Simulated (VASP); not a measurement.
Input of a VASP 6.6.1 run:

INCAR

```
  PREC = Accurate
  ENCUT = 520
  EDIFF = 1E-7
  ISMEAR = -1
  SIGMA = 0.03
  LREAL = F
  LASPH = T
  NELM = 60
  ALGO = Normal
  ISIF = 2
  LWAVE = F
  LCHARG = F
  GGA = PE
  NBANDS = 11
```

KPOINTS

```
regular mesh
0
Gamma
  9 9 9
```

File POSCAR:

```
NaH
1.0
    0.0000000000      2.4236236676      2.4236236676
    2.4236236676      0.0000000000      2.4236236676
    2.4236236676      2.4236236676      0.0000000000
Na H
1 1
Direct
    0.0000000000      0.0000000000      0.0000000000
    0.5000000000      0.5000000000      0.5000000000
```

Potentials or basis: VASP PAW PBE potentials, release 64 (Na_pv, H).

The run is started by

```console
$ cat potpaw_PBE.64/Na_pv/POTCAR potpaw_PBE.64/H/POTCAR > POTCAR
$ mpirun -np 1 vasp_std > vasp.out
```

**Question.** Predict the band gap on the k mesh.

**Answer.** 4.05 eV (least direct gap 4.75 eV).

**Question.** Predict the pressure.

**Answer.** -0.2 GPa.

Caveat: an odd mesh through Γ misses points on the zone boundary, where band edges can lie.
